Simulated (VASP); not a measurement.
# Ru8N in VASP: single point with PBE+D3(BJ)

Aim: the single point of Ru8N with PBE+D3(BJ).

All numbers are computed with VASP 6.6.1; they aren't measurements. Logs are shortened: lines on timing, memory, paths and dates and some standing lists are left out, and cuts for length are marked.

## (1) The cell of the first run

The cell holds a slab with vacuum, 18 atoms: a = 5.395 Å, b = 5.395 Å, c = 25.038 Å, α = 90.00°, β = 90.00°, γ = 120.00°.

## (2) Single point, PBE+D3(BJ)

The input, INCAR:

```
SYSTEM = Ru8N
PREC = Accurate ; ENCUT = 520
EDIFF = 1E-6 ; ISMEAR = 0
SIGMA = 0.1 ; LREAL = .FALSE.
LASPH = .TRUE. ; NELM = 120
ALGO = Normal ; ISIF = 2
LWAVE = .FALSE. ; LCHARG = .TRUE.
LDIPOL = .TRUE. ; IDIPOL = 3
DIPOL = 0.5 0.5 0.319 ; GGA = PE
IVDW = 12 ; LVHAR = .TRUE.
LVACPOTAV = .TRUE. ; NBANDS = 132
GGA_COMPAT = .FALSE. ; NELMDL = -8
KPAR = 4
```

The input, KPOINTS:

```
Automatic mesh
0
G
  6 6 1
  0 0 0
```

The input, POSCAR:

```
Ru8N
1.0
    5.3951895594      0.0000000000      0.0000000000
   -2.6975947797      4.6723712167      0.0000000000
    0.0000000000      0.0000000000     25.0383144398
Ru N
16 2
Direct
    0.3333333333      0.1666666667      0.1597551628
    0.3333333333      0.6666666667      0.1597551628
    0.8333333333      0.1666666667      0.1597551628
    0.8333333333      0.6666666667      0.1597551628
    0.1666666667      0.3333333333      0.2449409688
    0.1666666667      0.8333333333      0.2449409688
    0.6666666667      0.3333333333      0.2449409688
    0.6666666667      0.8333333333      0.2449409688
    0.3333333333      0.1666666667      0.3299719610
    0.3333333333      0.6666666667      0.3299719610
    0.8333333333      0.1666666667      0.3299719610
    0.8333333333      0.6666666667      0.3299719610
    0.1666666667      0.3333333333      0.4128997766
    0.1666666667      0.8333333333      0.4128997766
    0.6666666667      0.3333333333      0.4128997766
    0.6666666667      0.8333333333      0.4128997766
    0.1666666667      0.5000000000      0.5566794232
    0.1666666667      0.5000000000      0.6006120930
```

Potentials or basis: VASP PAW PBE potentials, release 64 (Ru_pv, N).

The run is started by

```console
cat potpaw_PBE.64/Ru_pv/POTCAR potpaw_PBE.64/N/POTCAR > POTCAR
mpirun -np 4 vasp_std > vasp.out
```

OUTCAR:

```text
SYSTEM = Ru8N
   PREC = Accurate
   ENCUT = 520
   EDIFF = 1E-6
   ISMEAR = 0
   LREAL = .FALSE.
   LASPH = .TRUE.
   NELM = 120
   ISIF = 2
   GGA = PE
   IVDW = 12
   NELMDL = -8
 IVDW          = 12

 ion  position               nearest neighbor table
   1  0.333  0.167  0.160-   5 2.64   7 2.64   6 2.64   3 2.70   3 2.70   2 2.70   2 2.70   4 2.70
                             4 2.70
   2  0.333  0.667  0.160-   6 2.64   8 2.64   5 2.64   4 2.70   4 2.70   3 2.70   1 2.70   1 2.70
                             3 2.70
   3  0.833  0.167  0.160-   7 2.64   5 2.64   8 2.64   1 2.70   1 2.70   2 2.70   4 2.70   4 2.70
                             2 2.70
   4  0.833  0.667  0.160-   8 2.64   6 2.64   7 2.64   2 2.70   2 2.70   1 2.70   3 2.70   3 2.70
                             1 2.70
   5  0.167  0.333  0.245-   9 2.64  11 2.64  10 2.64   1 2.64   3 2.64   2 2.64   7 2.70   7 2.70
                             6 2.70   6 2.70   8 2.70   8 2.70
   6  0.167  0.833  0.245-  10 2.64  12 2.64   9 2.64   2 2.64   4 2.64   1 2.64   8 2.70   8 2.70
                             7 2.70   5 2.70   5 2.70   7 2.70
   7  0.667  0.333  0.245-  11 2.64   9 2.64  12 2.64   3 2.64   1 2.64   4 2.64   5 2.70   5 2.70
                             6 2.70   8 2.70   8 2.70   6 2.70
   8  0.667  0.833  0.245-  12 2.64  10 2.64  11 2.64   4 2.64   2 2.64   3 2.64   6 2.70   6 2.70
                             5 2.70   7 2.70   7 2.70   5 2.70
   9  0.333  0.167  0.330-  13 2.60  15 2.60  14 2.60   5 2.64   7 2.64   6 2.64  11 2.70  11 2.70
                            10 2.70  10 2.70  12 2.70  12 2.70
  10  0.333  0.667  0.330-  14 2.60  16 2.60  13 2.60   6 2.64   8 2.64   5 2.64  12 2.70  12 2.70
                            11 2.70   9 2.70   9 2.70  11 2.70
  11  0.833  0.167  0.330-  15 2.60  13 2.60  16 2.60   7 2.64   5 2.64   8 2.64   9 2.70   9 2.70
                            10 2.70  12 2.70  12 2.70  10 2.70
  12  0.833  0.667  0.330-  16 2.60  14 2.60  15 2.60   8 2.64   6 2.64   7 2.64  10 2.70  10 2.70
                             9 2.70  11 2.70  11 2.70   9 2.70
  13  0.167  0.333  0.413-   9 2.60  11 2.60  10 2.60  15 2.70  15 2.70  16 2.70  14 2.70  14 2.70
                            16 2.70
  14  0.167  0.833  0.413-  10 2.60  12 2.60   9 2.60  16 2.70  16 2.70  13 2.70  13 2.70  15 2.70
                            15 2.70
  15  0.667  0.333  0.413-  11 2.60   9 2.60  12 2.60  13 2.70  13 2.70  16 2.70  16 2.70  14 2.70
                            14 2.70
  16  0.667  0.833  0.413-  12 2.60  10 2.60  11 2.60  14 2.70  14 2.70  15 2.70  15 2.70  13 2.70
                            13 2.70
  17  0.167  0.500  0.557-  18 1.10
  18  0.167  0.500  0.601-  17 1.10

  LATTYP: Found a hexagonal cell.
 ALAT       =     5.3951895594
 C/A-ratio  =     4.6408590772

  Lattice vectors:

 A1 = (   5.3951895594,   0.0000000000,   0.0000000000)
 A2 = (  -2.6975947797,   4.6723712167,   0.0000000000)
 A3 = (   0.0000000000,   0.0000000000,  25.0383144398)

Analysis of symmetry for initial positions (statically):
=====================================================================
 Subroutine PRICEL returns:
 Original cell was already a primitive cell.

 Routine SETGRP: Setting up the symmetry group for a
 hexagonal supercell.

 Subroutine GETGRP returns: Found  1 space group operations
 (whereof  1 operations were pure point group operations)
 out of a pool of 24 trial point group operations.

The static configuration has the point symmetry C_1 .

Analysis of symmetry for dynamics (positions and initial velocities):
=====================================================================
 Subroutine PRICEL returns:
 Original cell was already a primitive cell.

 Routine SETGRP: Setting up the symmetry group for a
 hexagonal supercell.

 Subroutine GETGRP returns: Found  1 space group operations
 (whereof  1 operations were pure point group operations)
 out of a pool of 24 trial point group operations.

The dynamic configuration has the point symmetry C_1 .

 Subroutine INISYM returns: Found  1 space group operations
 (whereof  1 operations are pure point group operations),
 and found     1 'primitive' translations

----------------------------------------------------------------------------------------

                                     Primitive cell

  volume of cell :     631.1741

  direct lattice vectors                    reciprocal lattice vectors
     5.395189559  0.000000000  0.000000000     0.185350299  0.107012045  0.000000000
[... 59 lines left out ...]
     0.000000000  0.035670682  0.000000000     0.000000000  0.166666667  0.000000000
     0.000000000  0.000000000  0.039938791     0.000000000  0.000000000  1.000000000

  Length of vectors
     0.035670682  0.035670682  0.039938791

  Shift w.r.t. Gamma in fractional coordinates (k-lattice)
     0.000000000  0.000000000  0.000000000

 Subroutine IBZKPT returns following result:
 ===========================================

 Found     20 irreducible k-points:

 Following reciprocal coordinates:
            Coordinates               Weight
  0.000000  0.000000  0.000000      1.000000
  0.166667  0.000000  0.000000      2.000000
  0.000000  0.166667  0.000000      2.000000
 -0.166667  0.166667  0.000000      2.000000
  0.333333  0.000000  0.000000      2.000000
  0.000000  0.333333  0.000000      2.000000
[... 12 lines left out ...]
  0.500000 -0.166667  0.000000      2.000000
  0.333333  0.333333  0.000000      2.000000
   k-points           NKPTS =     20   k-points in BZ     NKDIM =     20   number of bands    NBANDS=    132
   number of dos      NEDOS =    301   number of ions     NIONS =     18
   total plane-waves  NPLWV = 307200
   dimension x,y,z NGX =    40 NGY =   40 NGZ =  192
   dimension x,y,z NGXF=    80 NGYF=   80 NGZF=  384
   ions per type =              16   2
   NGX,Y,Z   is equivalent  to a cutoff of  12.33, 12.33, 12.75 a.u.
   NGXF,Y,Z  is equivalent  to a cutoff of  24.65, 24.65, 25.50 a.u.
 SYSTEM =  Ru8N
   PREC   = accura    normal or accurate (medium, high low for compatibility)
   ISTART =      0    job   : 0-new  1-cont  2-samecut
   ICHARG =      2    charge: 1-file 2-atom 10-const
   ISPIN  =      1    spin polarized calculation?
   LNONCOLLINEAR =      F non collinear calculations
   LSORBIT =      F    spin-orbit coupling
   LASPH  =      T    aspherical Exc in radial PAW
   ENCUT  =  520.0 eV  38.22 Ry    6.18 a.u.  10.03 10.03 46.55*2*pi/ulx,y,z
   NELM   =    120;   NELMIN=  2; NELMDL= -8     # of ELM steps
   EDIFF  = 0.1E-05   stopping-criterion for ELM
   LREAL  =      F    real-space projection
   EDIFFG = 0.1E-04   stopping-criterion for IOM
   NSW    =      0    number of steps for IOM
   IBRION =     -1    ionic relax: 0-MD 1-quasi-New 2-CG
   NFREE  =      0    steps in history (QN), initial steepest desc. (CG)
   ISIF   =      2    stress and relaxation
   ISYM   =      2    0-nonsym 1-usesym 2-fastsym
   POTIM  = 0.5000    time-step for ionic-motion
   TEBEG  =    0.0;   TEEND  =   0.0 temperature during run
   PSTRESS=    0.0 pullay stress
   NELECT =     234.0000    total number of electrons
   NUPDOWN=      -1.0000    fix difference up-down
   EMIN   =  10.00;   EMAX   =-10.00  energy-range for DOS
   EFERMI =   0.00;   METHOD = LEGACY
   ISMEAR =     0;   SIGMA  =   0.10  broadening in eV -4-tet -1-fermi 0-gaus
   EFERMI_NEDOS =   21; number of points for ismear=-14 and -15
   IALGO  =     38    algorithm
   IMIX   =      4    mixing-type and parameters
     AMIX     =   0.40;   BMIX     =  1.00
     AMIX_MAG =   1.60;   BMIX_MAG =  1.00
  volume/ion in A,a.u.               =      35.07       236.63
  Fermi-wavevector in a.u.,A,eV,Ry     =   1.176063  2.222436 18.818531  1.383123
  Thomas-Fermi vector in A             =   2.312433
   LORBIT       =      0    0 simple, 1 ext, 2 COOP (PROOUT), +10 PAW based schemes
   GGA     = PE    functional components
   LHFCALC =     F    Hartree Fock is set to
   AEXX    =    0.0000 exact exchange contribution
   IVDW    =    12    specifies the selected vdW correction
   LEPSILON=     F    determine dielectric tensor
   LRPA    =     F    only Hartree local field effects (RPA)
 non-spin polarized calculation
 Gauss-broadening in eV      SIGMA  =   0.10
  energy-cutoff  :      520.00
  volume of cell :      631.17
 maximum number of plane-waves:     17040
   NGX = 21   NGY = 21   NGZ = 93

 dipolmoment           0.000000      0.000000      0.702456 electrons x Angstroem

 number of electron     234.0000048 magnetization

 dipolmoment           0.000000      0.000000     -0.018677 electrons x Angstroem

 Free energy of the ion-electron system (eV)
  ---------------------------------------------------
  ext. energy  EPLUGINS =         0.00000000
  ---------------------------------------------------
  free energy    TOTEN  =      -156.00052665 eV

  energy without entropy =     -155.90468629  energy(sigma->0) =     -155.95260647

 E-fermi :   1.4701     XC(G=0):  -6.1933

 val. band max:        1.4690811460   @ k =   0.5000   0.0000   0.0000
 cond. band min:       1.4934446267   @ k =  -0.3333   0.3333   0.0000
 fundamental gap:      0.0243634808
 Fermi energy:         1.4700655609

 k-point     1 :       0.0000    0.0000    0.0000
  band No.  band energies     occupation
      1     -42.2270      2.00000
      2     -42.2258      2.00000
      3     -42.2250      2.00000
      4     -42.2009      2.00000
      5     -42.1536      2.00000
      6     -42.1534      2.00000
[... 2629 lines left out ...]
    128       2.3044      0.00000
    129       2.3299      0.00000
 [bands above 129 left out]

------------------------ aborting loop because EDIFF is reached ----------------------------------------

 Edisp (eV)   -7.51990

 E8    (eV) :    -3.5332

  FORCE on cell =-STRESS in cart. coord.  units (eV):
  Direction    XX          YY          ZZ          XY          YZ          ZX
  --------------------------------------------------------------------------------------
  -------------------------------------------------------------------------------------
  Total     -11.94961   -11.95367    -2.08703     0.01143    -0.03179     0.01977
  in kB     -30.33297   -30.34330    -5.29773     0.02902    -0.08069     0.05018
  external pressure =      -21.99 kB  Pullay stress =        0.00 kB

 VOLUME and BASIS-vectors are now :
 -----------------------------------------------------------------------------
  energy-cutoff  :      520.00
  volume of cell :      631.17
      direct lattice vectors                 reciprocal lattice vectors
     5.395189559  0.000000000  0.000000000     0.185350299  0.107012045  0.000000000
    -2.697594780  4.672371217  0.000000000     0.000000000  0.214024090  0.000000000
     0.000000000  0.000000000 25.038314440     0.000000000  0.000000000  0.039938791

 POSITION                                       TOTAL-FORCE (eV/Angst)
 -----------------------------------------------------------------------------------
      1.34880      0.77873      4.00000         0.004349      0.000464      0.510071
     -0.00000      3.11491      4.00000        -0.001397      0.001102      0.516821
      4.04639      0.77873      4.00000        -0.004194      0.002036      0.511877
      2.69759      3.11491      4.00000         0.001405     -0.003716      0.510498
      0.00000      1.55746      6.13291         0.000404     -0.002312     -0.520559
     -1.34880      3.89364      6.13291        -0.003472      0.000231     -0.524527
[... 10 lines left out ...]
     -0.44960      2.33619     13.93831         0.007493     -0.013587     -2.146385
     -0.44960      2.33619     15.03831        -0.002159      0.003997      2.130957
 -----------------------------------------------------------------------------------
    total drift:                                0.000011     -0.000002     -0.001232

  FREE ENERGIE OF THE ION-ELECTRON SYSTEM (eV)
  ---------------------------------------------------
  free  energy   TOTEN  =      -163.5204216593 eV

  energy  without entropy=     -163.4245813062  energy(sigma->0) =     -163.47250148

 vacuum level on the upper side and lower side of the slab         6.417         6.551
```

Run time: 30 min. Hardware: 4 MPI ranks of Intel Xeon Platinum 8259CL at 2.50GHz (Skylake/Cascade Lake), shared host; peak memory 1.4 GiB.

What came out:

- Free energy: -163.5204 eV
- Largest force: 2.146 eV/Å
- Band gap on the k mesh: zero (bands 117 and 118 overlap by 1.26 eV)
- Dispersion energy per atom: -0.418 eV

Forces in eV/Å, atoms in the order of the input:
```
Ru   0.004  0.000  0.510
Ru  -0.001  0.001  0.517
Ru  -0.004  0.002  0.512
Ru   0.001 -0.004  0.510
Ru   0.000 -0.002 -0.521
Ru  -0.003  0.000 -0.525
Ru   0.000  0.003 -0.522
Ru   0.003  0.000 -0.527
Ru   0.013 -0.004  0.028
Ru   0.003  0.015 -0.031
Ru  -0.015 -0.007 -0.015
Ru  -0.002 -0.005 -0.033
Ru   0.006 -0.008  0.051
Ru  -0.012  0.015  0.021
Ru  -0.010 -0.003  0.023
Ru   0.012  0.005  0.016
N    0.007 -0.014 -2.146
N   -0.002  0.004  2.131
```

Levels at points of the mesh, in eV from the Fermi level:
```tsv
k point	band 116	band 117	band 118	band 119	band 120	band 121
(0.00, 0.00, 0.00)	1.00	1.00	1.08	1.08	1.08	1.19
(0.50, 0.00, 0.00)	-0.57	-0.57	-0.07	-0.07	0.00	0.03
(0.00, 0.50, 0.00)	-0.57	-0.57	-0.07	-0.07	0.00	0.03
(0.50, 0.50, 0.00)	-0.57	-0.57	-0.07	-0.07	0.00	0.03
```

Caveat: the standard files for N, O and F lose accuracy on very short bonds.
